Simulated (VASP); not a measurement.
# Li3TaS4 (P-6m2) in VASP: single point with PBE

Aim: the single point of Li3TaS4 with PBE.

All numbers are computed with VASP 6.6.1; they aren't measurements. Logs are shortened: lines on timing, memory, paths and dates and some standing lists are left out, and cuts for length are marked.

## 1. The cell of the first run

The structure is hexagonal, space group P-6m2 (No. 187). The conventional cell has a = 6.737 Å, b = 6.737 Å, c = 3.301 Å, α = 90.00°, β = 90.00°, γ = 120.00°. Li (site symmetry mm2) has 6 S at 2.55 Å and 6 Li at 3.30 to 3.37 Å and 2 Ta at 3.37 Å within 3.4 Å. Within 3.4 Å of Ta (site symmetry -6m2) lie 6 S at 2.55 Å and 2 Ta at 3.30 Å and 6 Li at 3.37 Å. S (site symmetry mm2) has 2 Ta at 2.55 Å and 4 Li at 2.55 Å and 8 S at 3.30 to 3.37 Å within 3.4 Å. Within 3.4 Å of S (site symmetry -6m2) lie 6 Li at 2.55 Å and 8 S at 3.30 to 3.37 Å.

## 2. Single point, PBE

Input file INCAR:

```
SYSTEM = Li3TaS4
ALGO = Normal
EDIFF = 1E-6
ENCUT = 520
GGA = PE
ISIF = 2
ISMEAR = 0
LASPH = .True.
LCHARG = .False.
LREAL = .False.
LWAVE = .False.
NBANDS = 32
NELM = 80
PREC = Accurate
SIGMA = 0.1
```

Input file KPOINTS:

```
k-points
0
Gamma
  3 3 6
  0 0 0
```

Input file POSCAR:

```
Li3TaS4
1.0
    6.7371202100      0.0000000000      0.0000000000
   -3.3685601100      5.8345172500      0.0000000000
    0.0000000000      0.0000000000      3.3011889000
Li Ta S
3 1 4
Direct
    0.8333333300      0.1666666700      0.0000000000
    0.8333333300      0.6666666700      0.0000000000
    0.3333333300      0.1666666700      0.0000000000
    0.3333333300      0.6666666700      0.0000000000
    0.0000000000      0.5000000000      0.5000000000
    0.0000000000      0.0000000000      0.5000000000
    0.5000000000      0.5000000000      0.5000000000
    0.5000000000      0.0000000000      0.5000000000
```

Potentials or basis: VASP PAW PBE potentials, release 64 (Li_sv, Ta_pv, S).

Run with:

```console
$ cat potpaw_PBE.64/Li_sv/POTCAR potpaw_PBE.64/Ta_pv/POTCAR potpaw_PBE.64/S/POTCAR > POTCAR
$ mpirun -np 1 vasp_std > vasp.out
```

OUTCAR:

```text
SYSTEM = Li3TaS4
   EDIFF = 1E-6
   ENCUT = 520
   GGA = PE
   ISIF = 2
   ISMEAR = 0
   LASPH = .True.
   LREAL = .False.
   NELM = 80
   PREC = Accurate

 ion  position               nearest neighbor table
   1  0.833  0.167  0.000-   8 2.55   8 2.55   5 2.55   5 2.55   6 2.55   6 2.55
   2  0.833  0.667  0.000-   7 2.55   7 2.55   6 2.55   6 2.55   5 2.55   5 2.55
   3  0.333  0.167  0.000-   6 2.55   6 2.55   7 2.55   7 2.55   8 2.55   8 2.55
   4  0.333  0.667  0.000-   5 2.55   5 2.55   8 2.55   8 2.55   7 2.55   7 2.55
   5  0.000  0.500  0.500-   4 2.55   4 2.55   1 2.55   1 2.55   2 2.55   2 2.55
   6  0.000  0.000  0.500-   3 2.55   3 2.55   2 2.55   2 2.55   1 2.55   1 2.55
   7  0.500  0.500  0.500-   2 2.55   2 2.55   3 2.55   3 2.55   4 2.55   4 2.55
   8  0.500  0.000  0.500-   1 2.55   1 2.55   4 2.55   4 2.55   3 2.55   3 2.55

  LATTYP: Found a hexagonal cell.
 ALAT       =     6.7371202100
 C/A-ratio  =     0.4899999996

  Lattice vectors:

 A1 = (   6.7371202100,   0.0000000000,   0.0000000000)
 A2 = (  -3.3685601100,   5.8345172500,   0.0000000000)
 A3 = (   0.0000000000,   0.0000000000,   3.3011889000)

Analysis of symmetry for initial positions (statically):
=====================================================================
 Subroutine PRICEL returns:
 Original cell was already a primitive cell.

 Routine SETGRP: Setting up the symmetry group for a
 hexagonal supercell.

 Subroutine GETGRP returns: Found 12 space group operations
 (whereof 12 operations were pure point group operations)
 out of a pool of 24 trial point group operations.

The static configuration has the point symmetry D_3h.

Analysis of symmetry for dynamics (positions and initial velocities):
=====================================================================
 Subroutine PRICEL returns:
 Original cell was already a primitive cell.

 Routine SETGRP: Setting up the symmetry group for a
 hexagonal supercell.

 Subroutine GETGRP returns: Found 12 space group operations
 (whereof 12 operations were pure point group operations)
 out of a pool of 24 trial point group operations.

The dynamic configuration has the point symmetry D_3h.

 Subroutine INISYM returns: Found 12 space group operations
 (whereof 12 operations are pure point group operations),
 and found     1 'primitive' translations

----------------------------------------------------------------------------------------

                                     Primitive cell

  volume of cell :     129.7626

  direct lattice vectors                    reciprocal lattice vectors
     6.737120210  0.000000000  0.000000000     0.148431373  0.085696893  0.000000000
    -3.368560110  5.834517250  0.000000000     0.000000000  0.171393786  0.000000000
     0.000000000  0.000000000  3.301188900     0.000000000  0.000000000  0.302921169

  length of vectors
     6.737120210  6.737120212  3.301188900     0.171393786  0.171393786  0.302921169

  position of ions in fractional coordinates (direct lattice)
     0.833333330  0.166666670  0.000000000
     0.833333330  0.666666670  0.000000000
     0.333333330  0.166666670  0.000000000
     0.333333330  0.666666670  0.000000000
     0.000000000  0.500000000  0.500000000
     0.000000000  0.000000000  0.500000000
     0.500000000  0.500000000  0.500000000
     0.500000000  0.000000000  0.500000000

  ion indices of the primitive-cell ions
   primitive index   ion index
                 1           1
                 2           2
                 3           3
                 4           4
                 5           5
                 6           6
                 7           7
                 8           8

----------------------------------------------------------------------------------------

 KPOINTS: k-points

Automatic generation of k-mesh.
 Grid dimensions read from file:
 generate k-points for:    3    3    6

 Generating k-lattice:

  Cartesian coordinates                     Fractional coordinates (reciprocal lattice)
     0.049477124  0.028565631  0.000000000     0.333333333  0.000000000  0.000000000
     0.000000000  0.057131262  0.000000000     0.000000000  0.333333333  0.000000000
     0.000000000  0.000000000  0.050486861     0.000000000  0.000000000  0.166666667

  Length of vectors
     0.057131262  0.057131262  0.050486861

  Shift w.r.t. Gamma in fractional coordinates (k-lattice)
     0.000000000  0.000000000  0.000000000

 Subroutine IBZKPT returns following result:
 ===========================================

 Found     12 irreducible k-points:

 Following reciprocal coordinates:
            Coordinates               Weight
  0.000000  0.000000  0.000000      1.000000
  0.333333  0.000000  0.000000      6.000000
  0.333333  0.333333  0.000000      2.000000
  0.000000  0.000000  0.166667      2.000000
  0.333333  0.000000  0.166667     12.000000
  0.333333  0.333333  0.166667      4.000000
  0.000000  0.000000  0.333333      2.000000
  0.333333  0.000000  0.333333     12.000000
  0.333333  0.333333  0.333333      4.000000
  0.000000  0.000000  0.500000      1.000000
  0.333333  0.000000  0.500000      6.000000
  0.333333  0.333333  0.500000      2.000000
   k-points           NKPTS =     12   k-points in BZ     NKDIM =     12   number of bands    NBANDS=     32
   number of dos      NEDOS =    301   number of ions     NIONS =      8
   total plane-waves  NPLWV =  70000
   dimension x,y,z NGX =    50 NGY =   50 NGZ =   28
   dimension x,y,z NGXF=   100 NGYF=  100 NGZF=   56
   ions per type =               3   1   4
   NGX,Y,Z   is equivalent  to a cutoff of  12.34, 12.34, 14.10 a.u.
   NGXF,Y,Z  is equivalent  to a cutoff of  24.68, 24.68, 28.20 a.u.
 SYSTEM =  Li3TaS4
   PREC   = accura    normal or accurate (medium, high low for compatibility)
   ISTART =      0    job   : 0-new  1-cont  2-samecut
   ICHARG =      2    charge: 1-file 2-atom 10-const
   ISPIN  =      1    spin polarized calculation?
   LNONCOLLINEAR =      F non collinear calculations
   LSORBIT =      F    spin-orbit coupling
   LASPH  =      T    aspherical Exc in radial PAW
   ENCUT  =  520.0 eV  38.22 Ry    6.18 a.u.  12.53 12.53  6.14*2*pi/ulx,y,z
   NELM   =     80;   NELMIN=  2; NELMDL= -5     # of ELM steps
   EDIFF  = 0.1E-05   stopping-criterion for ELM
   LREAL  =      F    real-space projection
   EDIFFG = 0.1E-04   stopping-criterion for IOM
   NSW    =      0    number of steps for IOM
   IBRION =     -1    ionic relax: 0-MD 1-quasi-New 2-CG
   NFREE  =      0    steps in history (QN), initial steepest desc. (CG)
   ISIF   =      2    stress and relaxation
   ISYM   =      2    0-nonsym 1-usesym 2-fastsym
   POTIM  = 0.5000    time-step for ionic-motion
   TEBEG  =    0.0;   TEEND  =   0.0 temperature during run
   PSTRESS=    0.0 pullay stress
   NELECT =      44.0000    total number of electrons
   NUPDOWN=      -1.0000    fix difference up-down
   EMIN   =  10.00;   EMAX   =-10.00  energy-range for DOS
   EFERMI =   0.00;   METHOD = LEGACY
   ISMEAR =     0;   SIGMA  =   0.10  broadening in eV -4-tet -1-fermi 0-gaus
   EFERMI_NEDOS =   21; number of points for ismear=-14 and -15
   IALGO  =     38    algorithm
   IMIX   =      4    mixing-type and parameters
     AMIX     =   0.40;   BMIX     =  1.00
     AMIX_MAG =   1.60;   BMIX_MAG =  1.00
  volume/ion in A,a.u.               =      16.22       109.46
  Fermi-wavevector in a.u.,A,eV,Ry     =   1.141587  2.157287 17.731411  1.303222
  Thomas-Fermi vector in A             =   2.278287
   LORBIT       =      0    0 simple, 1 ext, 2 COOP (PROOUT), +10 PAW based schemes
   GGA     = PE    functional components
   LHFCALC =     F    Hartree Fock is set to
   AEXX    =    0.0000 exact exchange contribution
   IVDW    =     0    specifies the selected vdW correction
   LEPSILON=     F    determine dielectric tensor
   LRPA    =     F    only Hartree local field effects (RPA)
 non-spin polarized calculation
 Gauss-broadening in eV      SIGMA  =   0.10
  energy-cutoff  :      520.00
  volume of cell :      129.76
 maximum number of plane-waves:      3528
 NGX is ok and might be reduce to    50
   NGX = 25   NGY = 25   NGZ = 13

 number of electron      43.9999990 magnetization

 Free energy of the ion-electron system (eV)
  ---------------------------------------------------
  ext. energy  EPLUGINS =         0.00000000
  ---------------------------------------------------
  free energy    TOTEN  =       -41.25420652 eV

  energy without entropy =      -41.23461045  energy(sigma->0) =      -41.24440849

 E-fermi :   4.6768     XC(G=0):  -9.8437

 val. band max:        4.6092769380   @ k =   0.0000   0.0000   0.3333
 cond. band min:       4.6792551718   @ k =   0.3333   0.0000   0.5000
 fundamental gap:      0.0699782339
 Fermi energy:         4.6767787353

 k-point     1 :       0.0000    0.0000    0.0000
  band No.  band energies     occupation
      1     -40.9585      2.00000
      2     -40.9550      2.00000
      3     -40.9550      2.00000
      4     -31.2453      2.00000
      5     -31.2453      2.00000
      6     -31.0566      2.00000
[... 24 lines left out ...]
     31      10.1274      0.00000
     32      12.1136      0.00000

 k-point     2 :       0.3333    0.0000    0.0000
  band No.  band energies     occupation
      1     -40.9578      2.00000
      2     -40.9557      2.00000
      3     -40.9550      2.00000
      4     -31.2453      2.00000
      5     -31.2453      2.00000
      6     -31.0566      2.00000
[... 24 lines left out ...]
     31      10.9910      0.00000
     32      11.9305      0.00000
[... 313 lines left out ...]
     31      10.7371      0.00000
     32      11.0327      0.00000

 k-point    12 :       0.3333    0.3333    0.5000
  band No.  band energies     occupation
      1     -40.9538      2.00000
      2     -40.9537      2.00000
      3     -40.9520      2.00000
      4     -31.2717      2.00000
      5     -31.2185      2.00000
      6     -31.2185      2.00000
[... 24 lines left out ...]
     31      10.8894      0.00000
     32      11.2318      0.00000

------------------------ aborting loop because EDIFF is reached ----------------------------------------

  FORCE on cell =-STRESS in cart. coord.  units (eV):
  Direction    XX          YY          ZZ          XY          YZ          ZX
  --------------------------------------------------------------------------------------
  -------------------------------------------------------------------------------------
  Total        2.2022792      2.2022792     -8.5945511     -0.0000000      0.0000000      0.0000000
  in kB       27.1915115     27.1915115   -106.1168084     -0.0000000      0.0000000      0.0000000
  external PRESSURE =     -17.2445951 kB  Pullay stress =       0.0000000 kB

 VOLUME and BASIS-vectors are now :
 -----------------------------------------------------------------------------
  energy-cutoff  :      520.00
  volume of cell :      129.76
      direct lattice vectors                 reciprocal lattice vectors
     6.737120210  0.000000000  0.000000000     0.148431373  0.085696893  0.000000000
    -3.368560110  5.834517250  0.000000000     0.000000000  0.171393786  0.000000000
     0.000000000  0.000000000  3.301188900     0.000000000  0.000000000  0.302921169

 POSITION                                       TOTAL-FORCE (eV/Angst)
 -----------------------------------------------------------------------------------
      5.05284      0.97242      0.00000         0.522059     -0.301411      0.000000
      3.36856      3.88968      0.00000        -0.000000      0.602822     -0.000000
      1.68428      0.97242      0.00000        -0.522059     -0.301411      0.000000
     -0.00000      3.88968      0.00000         0.000000      0.000000     -0.000000
     -1.68428      2.91726      1.65059         1.311057      0.756939     -0.000000
      0.00000      0.00000      1.65059         0.000000      0.000000     -0.000000
      1.68428      2.91726      1.65059        -1.311057      0.756939     -0.000000
      3.36856      0.00000      1.65059         0.000000     -1.513879     -0.000000
 -----------------------------------------------------------------------------------
    total drift:                                0.000047     -0.000027     -0.000000

  FREE ENERGIE OF THE ION-ELECTRON SYSTEM (eV)
  ---------------------------------------------------
  free  energy   TOTEN  =       -41.2542065230 eV

  energy  without entropy=      -41.2346104545  energy(sigma->0) =      -41.24440849
```

Wall time 60 s (1 thread of Intel Xeon Platinum 8259CL at 2.50GHz (Skylake/Cascade Lake), shared host); peak memory 0.26 GiB.

Results:

```yaml
Free_energy: -41.2542 eV
Largest_force: 1.514 eV/Å
Band_gap_on_the_k_mesh: zero (band 22 reaches 4.70 eV, above the bottom of band 23 at 4.25 eV)
```

Forces on the atoms (eV/Å):
```
Li   0.522 -0.301  0.000
Li   0.000  0.603  0.000
Li  -0.522 -0.301  0.000
Ta   0.000  0.000  0.000
S    1.311  0.757  0.000
S    0.000  0.000  0.000
S   -1.311  0.757  0.000
S    0.000 -1.514  0.000
```

Levels at points of the mesh, in eV from the Fermi level:
```csv
k point,band 18,band 19,band 20,band 21,band 22,band 23,band 24,band 25,band 26,band 27
"(0.00, 0.00, 0.00)",-1.96,-1.82,-1.45,-0.69,-0.69,0.48,1.49,1.49,2.72,2.72
"(0.00, 0.00, 0.50)",-2.42,-2.42,-1.08,0.02,0.02,0.40,0.40,1.34,2.86,3.57
```

Caveat: the cutoff is under 1.25 times the usual one of these potentials, so pressure, stress and relaxed cells hold a basis-set (Pulay) error; spin-orbit coupling is left out, which moves the levels of the heavy elements; forces of over 1 eV/Å act on the atoms, so gaps and moduli don't describe the material at rest.
